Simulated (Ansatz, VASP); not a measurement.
## MgO in VASP and in Ansatz

```xyz
2
Lattice="-0.0225 2.1060 2.1060 2.1060 -0.0225 2.1060 2.1060 2.1060 -0.0225" Properties=species:S:1:pos:R:3 pbc="T T T"
Mg    0.0000    0.0000    0.0000
O     2.0947    2.0947    2.0947
```

Change from the starting cell: strained cell.

Alike in both runs: task relaxation of the atoms; functional PBEsol; k mesh 9 × 9 × 9; occupations gaussian, width 0.02 eV; no spin polarisation.

|  | VASP | Ansatz |
| --- | --- | --- |
| version | VASP 6.6.1 | Ansatz 0.2.0 |
| potentials or method | VASP PAW PBE potentials, release 64 (Mg, O), cutoff 520 eV | scalar-relativistic, plane waves, PAW |
| valence electrons in the cell | 8 | 16 |

Ansatz gave:

- gap on the k mesh at the Fermi level, each at its own relaxed structure (eV): 4.41

Question: Which values does VASP return?

Answer: gap on the k mesh at the Fermi level, each at its own relaxed structure (eV): 4.40.

VASP's potentials were made for PBE, not for PBEsol, and Ansatz warns of the same on its side. VASP's potentials hold 8 valence electrons a cell and Ansatz's 16, so a difference there can come from the potentials and not from the codes. Ansatz's warnings: stress scf threshold loose.

Noted on VASP's run: the relaxation stopped at its first step, so nothing moved.
